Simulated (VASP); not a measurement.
# Sn (I4_1/amd) in VASP: notebook, part 2 of 2

VASP 6.6.1. Earlier steps stand in the parts before.

## 3. Single point, PBE (26.78 Å³/atom)

This run uses another cell than the first one, of 26.78 Å³/atom.

File INCAR:

```
SYSTEM = Sn
PREC = Accurate ; ENCUT = 520
EDIFF = 1E-7 ; ISMEAR = -1
SIGMA = 0.05 ; LREAL = .FALSE.
LASPH = .TRUE. ; NELM = 80
ALGO = Normal ; ISIF = 2
LWAVE = .FALSE. ; LCHARG = .FALSE.
GGA = PE ; NBANDS = 21
```

File KPOINTS:

```
regular mesh
0
G
  15 15 15
  0 0 0
```

File POSCAR:

```
Sn
1.0
   -2.9060979205      2.9060979205      1.5853300606
    2.9060979205     -2.9060979205      1.5853300606
    2.9060979205      2.9060979205     -1.5853300606
Sn
2
Direct
    0.0000000000      0.0000000000      0.0000000000
    0.7500000000      0.2500000000      0.5000000000
```

Potentials or basis: VASP PAW PBE potentials, release 64 (Sn_d).

Run with:

```sh
cat potpaw_PBE.64/Sn_d/POTCAR > POTCAR
mpirun -np 1 vasp_std > vasp.out
```

OUTCAR:

```text
SYSTEM = Sn
   PREC = Accurate
   ENCUT = 520
   EDIFF = 1E-7
   ISMEAR = -1
   LREAL = .FALSE.
   LASPH = .TRUE.
   NELM = 80
   ISIF = 2
   GGA = PE

 ion  position               nearest neighbor table
   1  0.000  0.000  0.000-   2 3.01   2 3.01   2 3.01   2 3.01   2 3.76   2 3.76   2 3.76   2 3.76

   2  0.750  0.250  0.500-   1 3.01   1 3.01   1 3.01   1 3.01   1 3.76   1 3.76   1 3.76   1 3.76

  LATTYP: Found a body centered tetragonal cell.
 ALAT       =     5.8121958410
 C/A-ratio  =     0.5455184594

  Lattice vectors:

 A1 = (  -2.9060979205,   2.9060979205,   1.5853300606)
 A2 = (   2.9060979205,  -2.9060979205,   1.5853300606)
 A3 = (   2.9060979205,   2.9060979205,  -1.5853300606)

Analysis of symmetry for initial positions (statically):
=====================================================================
 Subroutine PRICEL returns:
 Original cell was already a primitive cell.

 Routine SETGRP: Setting up the symmetry group for a
 body centered tetragonal supercell.

 Subroutine GETGRP returns: Found 16 space group operations
 (whereof  8 operations were pure point group operations)
 out of a pool of 16 trial point group operations.

The static configuration has the point symmetry D_2d.
 The point group associated with its full space group is D_4h.

Analysis of symmetry for dynamics (positions and initial velocities):
=====================================================================
 Subroutine PRICEL returns:
 Original cell was already a primitive cell.

 Routine SETGRP: Setting up the symmetry group for a
 body centered tetragonal supercell.

 Subroutine GETGRP returns: Found 16 space group operations
 (whereof  8 operations were pure point group operations)
 out of a pool of 16 trial point group operations.

[... 113 lines left out ...]
   NUPDOWN=      -1.0000    fix difference up-down
   EMIN   =  10.00;   EMAX   =-10.00  energy-range for DOS
   EFERMI =   0.00;   METHOD = LEGACY
   ISMEAR =    -1;   SIGMA  =   0.05  broadening in eV -4-tet -1-fermi 0-gaus
   EFERMI_NEDOS =   21; number of points for ismear=-14 and -15
   IALGO  =     38    algorithm
   IMIX   =      4    mixing-type and parameters
     AMIX     =   0.40;   BMIX     =  1.00
     AMIX_MAG =   1.60;   BMIX_MAG =  1.00
  volume/ion in A,a.u.               =      26.78       180.70
  Fermi-wavevector in a.u.,A,eV,Ry     =   1.318846  2.492258 23.665362  1.739355
  Thomas-Fermi vector in A             =   2.448787
   LORBIT       =      0    0 simple, 1 ext, 2 COOP (PROOUT), +10 PAW based schemes
   GGA     = PE    functional components
   LHFCALC =     F    Hartree Fock is set to
   AEXX    =    0.0000 exact exchange contribution
   IVDW    =     0    specifies the selected vdW correction
   LEPSILON=     F    determine dielectric tensor
   LRPA    =     F    only Hartree local field effects (RPA)
 non-spin polarized calculation
  energy-cutoff  :      520.00
  volume of cell :       53.56
 maximum number of plane-waves:      1463
 NGX is ok and might be reduce to    36
   NGX = 17   NGY = 17   NGZ = 17

 number of electron      28.0000008 magnetization

 Free energy of the ion-electron system (eV)
  ---------------------------------------------------
  ext. energy  EPLUGINS =         0.00000000
  ---------------------------------------------------
  free energy    TOTEN  =        -7.58199505 eV

  energy without entropy =       -7.57463353  energy(sigma->0) =       -7.57831429

 E-fermi :   8.1451     XC(G=0): -10.3683

 val. band max:        8.1450387564   @ k =  -0.1333  -0.2000   0.1333
 cond. band min:       8.1477343437   @ k =   0.2000   0.0000  -0.0000
 fundamental gap:      0.0026955873
 Fermi energy:         8.1450689268

 k-point     1 :       0.0000    0.0000    0.0000
  band No.  band energies     occupation
      1     -13.5363      2.00000
      2     -13.4483      2.00000
      3     -13.4058      2.00000
      4     -13.3921      2.00000
      5     -13.2376      2.00000
      6     -13.2376      2.00000
[... 565 lines left out ...]
     20      15.3208      0.00000
     21      16.2562      0.00000

 [... further k-points ...]

------------------------ aborting loop because EDIFF is reached ----------------------------------------

  FORCE on cell =-STRESS in cart. coord.  units (eV):
  Direction    XX          YY          ZZ          XY          YZ          ZX
  --------------------------------------------------------------------------------------
  -------------------------------------------------------------------------------------
  Total        1.1887279      1.1887279      0.8396268      0.0000000      0.0000000      0.0000000
  in kB       35.5625478     35.5625478     25.1186725      0.0000000      0.0000000      0.0000000
  external PRESSURE =      32.0812560 kB  Pullay stress =       0.0000000 kB

 VOLUME and BASIS-vectors are now :
 -----------------------------------------------------------------------------
  energy-cutoff  :      520.00
  volume of cell :       53.56
      direct lattice vectors                 reciprocal lattice vectors
    -2.906097921  2.906097921  1.585330061     0.000000000  0.172052014  0.315391736
     2.906097921 -2.906097921  1.585330061     0.172052014  0.000000000  0.315391736
     2.906097921  2.906097921 -1.585330061     0.172052014  0.172052014  0.000000000

 POSITION                                       TOTAL-FORCE (eV/Angst)
 -----------------------------------------------------------------------------------
      0.00000      0.00000      0.00000         0.000000     -0.000000     -0.000000
      0.00000      2.90610      0.79267        -0.000000      0.000000      0.000000
 -----------------------------------------------------------------------------------
    total drift:                               -0.000000      0.000000     -0.000000

  FREE ENERGIE OF THE ION-ELECTRON SYSTEM (eV)
  ---------------------------------------------------
  free  energy   TOTEN  =        -7.5819950469 eV

  energy  without entropy=       -7.5746335251  energy(sigma->0) =       -7.57831429
```

Run time: 4.1 min. Hardware: 1 thread of Intel Xeon Platinum 8259CL at 2.50GHz (Skylake/Cascade Lake), shared host; peak memory 0.39 GiB.

What came out:

| Quantity | Value |
| --- | --- |
| Free energy | -7.5820 eV |
| Pressure | 3.2 GPa |
| Band gap on the k mesh | zero (bands 14 and 15 overlap by 4.37 eV) |

Caveat: the cell stands under pressure; spin-orbit coupling is left out, which moves the levels of the heavy elements.

## 4. Single point, PBE (28.67 Å³/atom)

This run uses another cell than the first one, of 28.67 Å³/atom.

File INCAR:

```
SYSTEM = Sn
PREC     = Accurate       ! precision mode
ENCUT    = 520            ! plane-wave cutoff, eV
EDIFF    = 1E-6           ! SCF threshold, eV
ISMEAR   = -1             ! smearing method
SIGMA    = 0.05           ! smearing width, eV
LREAL    = .FALSE.        ! projectors in reciprocal space
LASPH    = .TRUE.         ! aspherical terms in the spheres
NELM     = 100            ! most SCF steps
ALGO     = Normal         ! electronic algorithm
ISIF     = 2              ! what is computed and relaxed
LWAVE    = .FALSE.        ! write WAVECAR
LCHARG   = .FALSE.        ! write CHGCAR
GGA      = PE             ! functional
NBANDS   = 21             ! bands
```

KPOINTS is that of step 3.

File POSCAR:

```
Sn
1.0
   -2.9730380483      2.9730380483      1.6218471360
    2.9730380483     -2.9730380483      1.6218471360
    2.9730380483      2.9730380483     -1.6218471360
Sn
2
Direct
    0.0000000000      0.0000000000      0.0000000000
    0.7500000000      0.2500000000      0.5000000000
```

Run with:

```sh
cat potpaw_PBE.64/Sn_d/POTCAR > POTCAR
mpirun -np 1 vasp_std > vasp.out
```

It took 3.9 min on 1 thread of Intel Xeon Platinum 8259CL at 2.50GHz (Skylake/Cascade Lake), shared host; peak memory 0.4 GiB.

Results (log left out):

- Free energy: -7.6132 eV
- Pressure: -0.5 GPa
- Band gap on the k mesh: zero (bands 14 and 15 overlap by 4.02 eV)

Stress tensor (GPa, compression positive):
```
-0.18  0.00  0.00
 0.00 -0.18  0.00
 0.00  0.00 -1.01
```

Levels at points of the mesh, in eV from the Fermi level:
| k point | band 11 | band 12 | band 13 | band 14 | band 15 | band 16 | band 17 | band 18 |
| --- | --- | --- | --- | --- | --- | --- | --- | --- |
| (0.00, 0.00, 0.00) | -10.73 | -3.77 | -1.82 | -1.82 | 3.07 | 5.97 | 5.97 | 6.47 |

Caveat: spin-orbit coupling is left out, which moves the levels of the heavy elements.

## 5. Single point, PBE (25.44 Å³/atom)

This run uses another cell than the first one, of 25.44 Å³/atom.

Edit INCAR of step 4 so:

```diff
@@ -8,3 +8,3 @@
 LASPH    = .TRUE.         ! aspherical terms in the spheres
-NELM     = 100            ! most SCF steps
+NELM     = 60             ! most SCF steps
 ALGO     = Normal         ! electronic algorithm
```

File KPOINTS:

```
Automatic mesh
0
G
  15 15 15
  0 0 0
```

File POSCAR:

```
Sn
1.0
   -2.8568325061      2.8568325061      1.5584548677
    2.8568325061     -2.8568325061      1.5584548677
    2.8568325061      2.8568325061     -1.5584548677
Sn
2
Direct
    0.0000000000      0.0000000000      0.0000000000
    0.7500000000      0.2500000000      0.5000000000
```

Run with:

```sh
cat potpaw_PBE.64/Sn_d/POTCAR > POTCAR
mpirun -np 1 vasp_std > vasp.out
```

Run time: 1.9 min. Hardware: 1 thread of Intel Xeon Platinum 8488C (Sapphire Rapids), shared host; peak memory 0.35 GiB.

Results (log left out):

```yaml
Free_energy: -7.4984 eV
Pressure: 6.8 GPa
Band_gap_on_the_k_mesh: zero (bands 14 and 15 overlap by 4.64 eV)
```

Stress tensor (GPa, compression positive):
```
7.19 0.00 0.00
0.00 7.19 0.00
0.00 0.00 6.00
```

Levels at points of the mesh, in eV from the Fermi level:
```
           k point  band 10  band 11  band 12  band 13  band 14  band 15  band 16  band 17  band 18  band 19
(0.00, 0.00, 0.00)   -21.18   -11.64    -3.43    -2.16    -2.16     2.87     6.56     6.56     7.27     7.37
```

Caveat: the cell stands under pressure; spin-orbit coupling is left out, which moves the levels of the heavy elements.

## 6. Summary

```csv
cell,gap on the mesh (eV),pressure (GPa)
"a = 4.360 Å, angles 97.4, 97.4, 137.8°, 2 atoms",none,5.3
"a = 4.405 Å, angles 97.4, 97.4, 137.8°, 2 atoms",none,3.2
"a = 4.506 Å, angles 97.4, 97.4, 137.8°, 2 atoms",none,-0.5
"a = 4.330 Å, angles 97.4, 97.4, 137.8°, 2 atoms",none,6.8
```

Alike in all rows: task single point; level PBE; potentials or basis VASP PAW PBE potentials, release 64 (Sn_d); no spin polarisation; k mesh 15 × 15 × 15; cutoff (eV) 520; smearing fermi-dirac 0.05 eV.

Caveats: spin-orbit coupling is left out, which moves the levels of the heavy elements; the cell stands under pressure (at least some runs).

Total energies depend on the potentials used, so only differences within one code and one set of settings carry meaning.
